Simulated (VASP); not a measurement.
# CdS (P6_3/mmc) in VASP: settings compared

Aim: see how the results for CdS move with the level of theory and the settings. Levels: PBE, r2SCAN. Tasks: single point.

Everything below comes from runs of VASP 6.6.1. Logs are shortened: lines on timing, memory, paths and dates and some standing lists are left out, and cuts for length are marked.

## 1. The cell of the first run

Symmetry: P6_3/mmc, No. 194, hexagonal system. The conventional cell has a = 4.409 Å, b = 4.409 Å, c = 5.748 Å, α = 90.00°, β = 90.00°, γ = 120.00°. Within 3.4 Å of Cd (site symmetry -6m2) lie 5 S at 2.55 to 2.87 Å. S (site symmetry -6m2) has 5 Cd at 2.55 to 2.87 Å within 3.4 Å.

## 2. Single point, PBE

File INCAR:

```
SYSTEM = CdS
PREC     = Accurate       ! precision mode
ENCUT    = 520            ! plane-wave cutoff, eV
EDIFF    = 1E-6           ! SCF threshold, eV
ISMEAR   = 0              ! smearing method
SIGMA    = 0.01           ! smearing width, eV
LREAL    = .False.        ! projectors in reciprocal space
LASPH    = .True.         ! aspherical terms in the spheres
NELM     = 60             ! most SCF steps
ALGO     = Normal         ! electronic algorithm
ISIF     = 2              ! what is computed and relaxed
LWAVE    = .False.        ! write WAVECAR
LCHARG   = .False.        ! write CHGCAR
GGA      = PE             ! functional
NBANDS   = 26             ! bands
```

File KPOINTS:

```
regular mesh
0
Gamma
  6 6 4
  0 0 0
```

File POSCAR:

```
CdS
1.0
    4.4085296404      0.0000000000      0.0000000000
   -2.2042648202      3.8178986620      0.0000000000
    0.0000000000      0.0000000000      5.7481181855
Cd S
2 2
Direct
    0.3333333333      0.6666666667      0.2500000000
    0.6666666667      0.3333333333      0.7500000000
    0.6666666667      0.3333333333      0.2500000000
    0.3333333333      0.6666666667      0.7500000000
```

Potentials or basis: VASP PAW PBE potentials, release 64 (Cd, S).

Started as:

```bash
$ cat potpaw_PBE.64/Cd/POTCAR potpaw_PBE.64/S/POTCAR > POTCAR
$ mpirun -np 1 vasp_std > vasp.out
```

OUTCAR:

```text
SYSTEM = CdS
   PREC = Accurate
   ENCUT = 520
   EDIFF = 1E-6
   ISMEAR = 0
   LREAL = .False.
   LASPH = .True.
   NELM = 60
   ISIF = 2
   GGA = PE

 ion  position               nearest neighbor table
   1  0.333  0.667  0.250-   3 2.55   3 2.55   3 2.55   4 2.87   4 2.87
   2  0.667  0.333  0.750-   4 2.55   4 2.55   4 2.55   3 2.87   3 2.87
   3  0.667  0.333  0.250-   1 2.55   1 2.55   1 2.55   2 2.87   2 2.87
   4  0.333  0.667  0.750-   2 2.55   2 2.55   2 2.55   1 2.87   1 2.87

  LATTYP: Found a hexagonal cell.
 ALAT       =     4.4085296404
 C/A-ratio  =     1.3038628873

  Lattice vectors:

 A1 = (   4.4085296404,   0.0000000000,   0.0000000000)
 A2 = (  -2.2042648202,   3.8178986620,   0.0000000000)
 A3 = (   0.0000000000,   0.0000000000,   5.7481181855)

Analysis of symmetry for initial positions (statically):
=====================================================================
 Subroutine PRICEL returns:
 Original cell was already a primitive cell.

 Routine SETGRP: Setting up the symmetry group for a
 hexagonal supercell.

 Subroutine GETGRP returns: Found 24 space group operations
 (whereof 12 operations were pure point group operations)
 out of a pool of 24 trial point group operations.

The static configuration has the point symmetry D_3d.
 The point group associated with its full space group is D_6h.

Analysis of symmetry for dynamics (positions and initial velocities):
=====================================================================
 Subroutine PRICEL returns:
 Original cell was already a primitive cell.

 Routine SETGRP: Setting up the symmetry group for a
 hexagonal supercell.

 Subroutine GETGRP returns: Found 24 space group operations
 (whereof 12 operations were pure point group operations)
 out of a pool of 24 trial point group operations.

The dynamic configuration has the point symmetry D_3d.
 The point group associated with its full space group is D_6h.

 Subroutine INISYM returns: Found 24 space group operations
 (whereof 12 operations are pure point group operations),
 and found     1 'primitive' translations

----------------------------------------------------------------------------------------

                                     Primitive cell

  volume of cell :      96.7484

  direct lattice vectors                    reciprocal lattice vectors
     4.408529640  0.000000000  0.000000000     0.226832999  0.130962093  0.000000000
    -2.204264820  3.817898662  0.000000000     0.000000000  0.261924186  0.000000000
     0.000000000  0.000000000  5.748118186     0.000000000  0.000000000  0.173969979

  length of vectors
     4.408529640  4.408529640  5.748118186     0.261924186  0.261924186  0.173969979

  position of ions in fractional coordinates (direct lattice)
     0.333333333  0.666666667  0.250000000
     0.666666667  0.333333333  0.750000000
     0.666666667  0.333333333  0.250000000
     0.333333333  0.666666667  0.750000000

  ion indices of the primitive-cell ions
   primitive index   ion index
                 1           1
                 2           2
                 3           3
                 4           4

----------------------------------------------------------------------------------------

 KPOINTS: regular mesh

Automatic generation of k-mesh.
 Grid dimensions read from file:
 generate k-points for:    6    6    4

 Generating k-lattice:

  Cartesian coordinates                     Fractional coordinates (reciprocal lattice)
     0.037805500  0.021827016  0.000000000     0.166666667  0.000000000  0.000000000
     0.000000000  0.043654031  0.000000000     0.000000000  0.166666667  0.000000000
     0.000000000  0.000000000  0.043492495     0.000000000  0.000000000  0.250000000

  Length of vectors
     0.043654031  0.043654031  0.043492495

  Shift w.r.t. Gamma in fractional coordinates (k-lattice)
     0.000000000  0.000000000  0.000000000

 Subroutine IBZKPT returns following result:
 ===========================================

 Found     21 irreducible k-points:

 Following reciprocal coordinates:
            Coordinates               Weight
  0.000000  0.000000  0.000000      1.000000
  0.166667  0.000000  0.000000      6.000000
  0.333333  0.000000  0.000000      6.000000
  0.500000  0.000000  0.000000      3.000000
  0.166667  0.166667  0.000000      6.000000
  0.333333  0.166667  0.000000     12.000000
[... 13 lines left out ...]
  0.333333  0.166667  0.500000     12.000000
  0.333333  0.333333  0.500000      2.000000
   k-points           NKPTS =     21   k-points in BZ     NKDIM =     21   number of bands    NBANDS=     26
   number of dos      NEDOS =    301   number of ions     NIONS =      4
   total plane-waves  NPLWV =  62208
   dimension x,y,z NGX =    36 NGY =   36 NGZ =   48
   dimension x,y,z NGXF=    72 NGYF=   72 NGZF=   96
   ions per type =               2   2
   NGX,Y,Z   is equivalent  to a cutoff of  13.58, 13.58, 13.88 a.u.
   NGXF,Y,Z  is equivalent  to a cutoff of  27.15, 27.15, 27.76 a.u.
 SYSTEM =  CdS
   PREC   = accura    normal or accurate (medium, high low for compatibility)
   ISTART =      0    job   : 0-new  1-cont  2-samecut
   ICHARG =      2    charge: 1-file 2-atom 10-const
   ISPIN  =      1    spin polarized calculation?
   LNONCOLLINEAR =      F non collinear calculations
   LSORBIT =      F    spin-orbit coupling
   LASPH  =      T    aspherical Exc in radial PAW
   ENCUT  =  520.0 eV  38.22 Ry    6.18 a.u.   8.20  8.20 10.69*2*pi/ulx,y,z
   NELM   =     60;   NELMIN=  2; NELMDL= -5     # of ELM steps
   EDIFF  = 0.1E-05   stopping-criterion for ELM
   LREAL  =      F    real-space projection
   EDIFFG = 0.1E-04   stopping-criterion for IOM
   NSW    =      0    number of steps for IOM
   IBRION =     -1    ionic relax: 0-MD 1-quasi-New 2-CG
   NFREE  =      0    steps in history (QN), initial steepest desc. (CG)
   ISIF   =      2    stress and relaxation
   ISYM   =      2    0-nonsym 1-usesym 2-fastsym
   POTIM  = 0.5000    time-step for ionic-motion
   TEBEG  =    0.0;   TEEND  =   0.0 temperature during run
   PSTRESS=    0.0 pullay stress
   NELECT =      36.0000    total number of electrons
   NUPDOWN=      -1.0000    fix difference up-down
   EMIN   =  10.00;   EMAX   =-10.00  energy-range for DOS
   EFERMI =   0.00;   METHOD = LEGACY
   ISMEAR =     0;   SIGMA  =   0.01  broadening in eV -4-tet -1-fermi 0-gaus
   EFERMI_NEDOS =   21; number of points for ismear=-14 and -15
   IALGO  =     38    algorithm
   IMIX   =      4    mixing-type and parameters
     AMIX     =   0.40;   BMIX     =  1.00
     AMIX_MAG =   1.60;   BMIX_MAG =  1.00
  volume/ion in A,a.u.               =      24.19       163.22
  Fermi-wavevector in a.u.,A,eV,Ry     =   1.177500  2.225153 18.864574  1.386507
  Thomas-Fermi vector in A             =   2.313846
   LORBIT       =      0    0 simple, 1 ext, 2 COOP (PROOUT), +10 PAW based schemes
   GGA     = PE    functional components
   LHFCALC =     F    Hartree Fock is set to
   AEXX    =    0.0000 exact exchange contribution
   IVDW    =     0    specifies the selected vdW correction
   LEPSILON=     F    determine dielectric tensor
   LRPA    =     F    only Hartree local field effects (RPA)
 non-spin polarized calculation
 Gauss-broadening in eV      SIGMA  =   0.01
  energy-cutoff  :      520.00
  volume of cell :       96.75
 maximum number of plane-waves:      2631
 NGX is ok and might be reduce to    36
   NGX = 17   NGY = 17   NGZ = 21

 number of electron      36.0000001 magnetization

 Free energy of the ion-electron system (eV)
  ---------------------------------------------------
  ext. energy  EPLUGINS =         0.00000000
  ---------------------------------------------------
  free energy    TOTEN  =       -11.91884859 eV

  energy without entropy =      -11.91884859  energy(sigma->0) =      -11.91884859

 E-fermi :   1.6407     XC(G=0):  -9.2933

 val. band max:        1.5736581086   @ k =   0.3333   0.3333   0.5000
 cond. band min:       2.5635116080   @ k =   0.0000   0.0000   0.0000
 fundamental gap:      0.9898534993
 Fermi energy:         1.6406783123

 k-point     1 :       0.0000    0.0000    0.0000
  band No.  band energies     occupation
      1     -10.8508      2.00000
      2     -10.1562      2.00000
      3      -6.2310      2.00000
      4      -6.2310      2.00000
      5      -6.2180      2.00000
      6      -6.2180      2.00000
[... 18 lines left out ...]
     25      10.5081      0.00000
     26      10.7026      0.00000

 k-point     2 :       0.1667    0.0000    0.0000
  band No.  band energies     occupation
      1     -10.7532      2.00000
      2     -10.1352      2.00000
      3      -6.1849      2.00000
      4      -6.1808      2.00000
      5      -6.1692      2.00000
      6      -6.1574      2.00000
[... 18 lines left out ...]
     25       9.4168      0.00000
     26      10.3153      0.00000

 k-point     3 :       0.3333    0.0000    0.0000
  band No.  band energies     occupation
      1     -10.5285      2.00000
      2     -10.1191      2.00000
      3      -6.0751      2.00000
      4      -6.0552      2.00000
      5      -6.0272      2.00000
      6      -5.9869      2.00000
[... 18 lines left out ...]
     25       9.9155      0.00000
     26      10.1008      0.00000

 k-point     4 :       0.5000    0.0000    0.0000
  band No.  band energies     occupation
      1     -10.3799      2.00000
      2     -10.1456      2.00000
      3      -6.0195      2.00000
      4      -5.9638      2.00000
      5      -5.9566      2.00000
      6      -5.9514      2.00000
[... 18 lines left out ...]
     25      10.1534      0.00000
     26      11.6193      0.00000
[... 409 lines left out ...]
      1     -10.2784      2.00000
      2     -10.2784      2.00000
      3      -6.1466      2.00000
      4      -6.1466      2.00000
      5      -6.0982      2.00000
      6      -6.0982      2.00000
[... 18 lines left out ...]
     25       9.1494      0.00000
     26       9.1494      0.00000

 k-point    20 :       0.3333    0.1667    0.5000
  band No.  band energies     occupation
      1     -10.1769      2.00000
      2     -10.1769      2.00000
      3      -6.1020      2.00000
      4      -6.1020      2.00000
      5      -6.0287      2.00000
      6      -6.0287      2.00000
[... 18 lines left out ...]
     25       9.8761      0.00000
     26       9.8761      0.00000

 k-point    21 :       0.3333    0.3333    0.5000
  band No.  band energies     occupation
      1     -10.1434      2.00000
      2     -10.1434      2.00000
      3      -6.1123      2.00000
      4      -6.1123      2.00000
      5      -5.9798      2.00000
      6      -5.9798      2.00000
[... 18 lines left out ...]
     25       9.3699      0.00000
     26       9.3699      0.00000

------------------------ aborting loop because EDIFF is reached ----------------------------------------

  FORCE on cell =-STRESS in cart. coord.  units (eV):
  Direction    XX          YY          ZZ          XY          YZ          ZX
  --------------------------------------------------------------------------------------
  -------------------------------------------------------------------------------------
  Total        1.1021419      1.1021419      1.0307548      0.0000000      0.0000000     -0.0000000
  in kB       18.2517383     18.2517383     17.0695516      0.0000000      0.0000000     -0.0000000
  external PRESSURE =      17.8576761 kB  Pullay stress =       0.0000000 kB

 VOLUME and BASIS-vectors are now :
 -----------------------------------------------------------------------------
  energy-cutoff  :      520.00
  volume of cell :       96.75
      direct lattice vectors                 reciprocal lattice vectors
     4.408529640  0.000000000  0.000000000     0.226832999  0.130962093  0.000000000
    -2.204264820  3.817898662  0.000000000     0.000000000  0.261924186  0.000000000
     0.000000000  0.000000000  5.748118186     0.000000000  0.000000000  0.173969979

 POSITION                                       TOTAL-FORCE (eV/Angst)
 -----------------------------------------------------------------------------------
     -0.00000      2.54527      1.43703        -0.000000     -0.000000      0.000000
      2.20426      1.27263      4.31109         0.000000     -0.000000      0.000000
      2.20426      1.27263      1.43703        -0.000000     -0.000000      0.000000
     -0.00000      2.54527      4.31109         0.000000      0.000000      0.000000
 -----------------------------------------------------------------------------------
    total drift:                               -0.000000      0.000000     -0.000000

  FREE ENERGIE OF THE ION-ELECTRON SYSTEM (eV)
  ---------------------------------------------------
  free  energy   TOTEN  =       -11.9188485919 eV

  energy  without entropy=      -11.9188485919  energy(sigma->0) =      -11.91884859
```

It took 28 s on 1 thread of Intel Xeon Platinum 8488C (Sapphire Rapids), shared host; peak memory 0.25 GiB.

Results:

```yaml
Free_energy: -11.9188 eV
Pressure: 1.8 GPa
Band_gap_on_the_k_mesh: 0.99 eV, indirect (least direct gap 1.26 eV)
```

Stress tensor (GPa, compression positive):
```
1.83 0.00 0.00
0.00 1.83 0.00
0.00 0.00 1.71
```

## 3. Single point, r2SCAN

POSCAR is that of step 2.

File INCAR.step1:

```
SYSTEM = CdS
PREC = Accurate ; ENCUT = 520
ISMEAR = 0 ; SIGMA = 0.01
LREAL = .FALSE. ; LASPH = .TRUE.
NELM = 100 ; NBANDS = 26
GGA = PE ; ALGO = Normal
EDIFF = 1E-4 ; LWAVE = .TRUE.
LCHARG = .FALSE.
```

File INCAR.step2:

```
SYSTEM = CdS
PREC = Accurate ; ENCUT = 520
EDIFF = 1E-6 ; ISMEAR = 0
SIGMA = 0.01 ; LREAL = .FALSE.
LASPH = .TRUE. ; NELM = 100
ALGO = Normal ; ISIF = 2
LWAVE = .FALSE. ; LCHARG = .TRUE.
METAGGA = R2SCAN ; LMIXTAU = .TRUE.
LELF = .TRUE. ; LVHAR = .TRUE.
NBANDS = 26 ; ISTART = 1
```

File KPOINTS:

```
Automatic mesh
0
G
  6 6 4
  0 0 0
```

Potentials or basis: VASP PAW PBE potentials, release 64 (Cd, S).

Started as:

```bash
$ cat potpaw_PBE.64/Cd/POTCAR potpaw_PBE.64/S/POTCAR > POTCAR
$ cp INCAR.step1 INCAR
$ mpirun -np 1 vasp_std > vasp.out
$ cp INCAR.step2 INCAR
$ mpirun -np 1 vasp_std > vasp.out
```

OUTCAR:

```text
SYSTEM = CdS
   PREC = Accurate
   ENCUT = 520
   EDIFF = 1E-6
   ISMEAR = 0
   LREAL = .FALSE.
   LASPH = .TRUE.
   NELM = 100
   ISIF = 2
   METAGGA = R2SCAN
   ISTART = 1

 ion  position               nearest neighbor table
   1  0.333  0.667  0.250-   3 2.55   3 2.55   3 2.55   4 2.87   4 2.87
   2  0.667  0.333  0.750-   4 2.55   4 2.55   4 2.55   3 2.87   3 2.87
   3  0.667  0.333  0.250-   1 2.55   1 2.55   1 2.55   2 2.87   2 2.87
   4  0.333  0.667  0.750-   2 2.55   2 2.55   2 2.55   1 2.87   1 2.87

  LATTYP: Found a hexagonal cell.
[... 805 lines left out ...]
  Direction    XX          YY          ZZ          XY          YZ          ZX
  --------------------------------------------------------------------------------------
  -------------------------------------------------------------------------------------
  Total        0.2397356      0.2397356      0.1817026      0.0000000      0.0000000      0.0000000
  in kB        3.9700807      3.9700807      3.0090389      0.0000000      0.0000000      0.0000000
  external PRESSURE =       3.6497334 kB  Pullay stress =       0.0000000 kB

 VOLUME and BASIS-vectors are now :
 -----------------------------------------------------------------------------
  energy-cutoff  :      520.00
  volume of cell :       96.75
      direct lattice vectors                 reciprocal lattice vectors
     4.408529640  0.000000000  0.000000000     0.226832999  0.130962093  0.000000000
    -2.204264820  3.817898662  0.000000000     0.000000000  0.261924186  0.000000000
     0.000000000  0.000000000  5.748118186     0.000000000  0.000000000  0.173969979

 POSITION                                       TOTAL-FORCE (eV/Angst)
 -----------------------------------------------------------------------------------
     -0.00000      2.54527      1.43703        -0.000000      0.000000      0.000000
      2.20426      1.27263      4.31109         0.000000     -0.000000      0.000000
      2.20426      1.27263      1.43703        -0.000000      0.000000      0.000000
     -0.00000      2.54527      4.31109         0.000000      0.000000      0.000000
 -----------------------------------------------------------------------------------
    total drift:                               -0.000000      0.000000     -0.000000

  FREE ENERGIE OF THE ION-ELECTRON SYSTEM (eV)
  ---------------------------------------------------
  free  energy   TOTEN  =       -59.0629210185 eV

  energy  without entropy=      -59.0629210185  energy(sigma->0) =      -59.06292102
```

OUTCAR.step1:

```text
SYSTEM = CdS
   PREC = Accurate
   ENCUT = 520
   ISMEAR = 0
   LREAL = .FALSE.
   LASPH = .TRUE.
   NELM = 100
[... 834 lines left out ...]
      2.20426      1.27263      4.31109         0.000000     -0.000000      0.000000
      2.20426      1.27263      1.43703         0.000000      0.000000      0.000000
     -0.00000      2.54527      4.31109        -0.000000      0.000000      0.000000
 -----------------------------------------------------------------------------------
    total drift:                               -0.000000      0.000000     -0.000000

  FREE ENERGIE OF THE ION-ELECTRON SYSTEM (eV)
  ---------------------------------------------------
  free  energy   TOTEN  =       -11.9187461204 eV

  energy  without entropy=      -11.9187461204  energy(sigma->0) =      -11.91874612
```

Run time: 1.9 min. Hardware: 1 thread of Intel Xeon Platinum 8488C (Sapphire Rapids), shared host; peak memory 0.27 GiB.

What came out:

* Free energy: -59.0629 eV
* Pressure: 0.4 GPa
* Band gap on the k mesh: 1.46 eV, indirect (least direct gap 1.73 eV)

Levels at points of the mesh, in eV from the valence-band top:
| k point | band 15 | band 16 | band 17 | band 18 | band 19 | band 20 | band 21 | band 22 |
| --- | --- | --- | --- | --- | --- | --- | --- | --- |
| (0.00, 0.00, 0.00) | -1.23 | -0.35 | -0.27 | -0.27 | 1.46 | 1.58 | 6.14 | 6.14 |
| (0.50, 0.00, 0.00) | -2.49 | -2.44 | -1.33 | -1.12 | 2.88 | 4.26 | 6.50 | 7.21 |
| (0.00, 0.00, 0.50) | -0.72 | -0.72 | -0.72 | -0.72 | 3.32 | 3.32 | 6.27 | 6.27 |
| (0.50, 0.00, 0.50) | -1.81 | -1.81 | -0.38 | -0.38 | 4.23 | 4.23 | 5.67 | 5.67 |

Caveat: the PAW data sets were made with another functional, which shifts forces and pressure a little. r2SCAN opens gaps a little over a GGA but as a rule still falls short of measured ones.
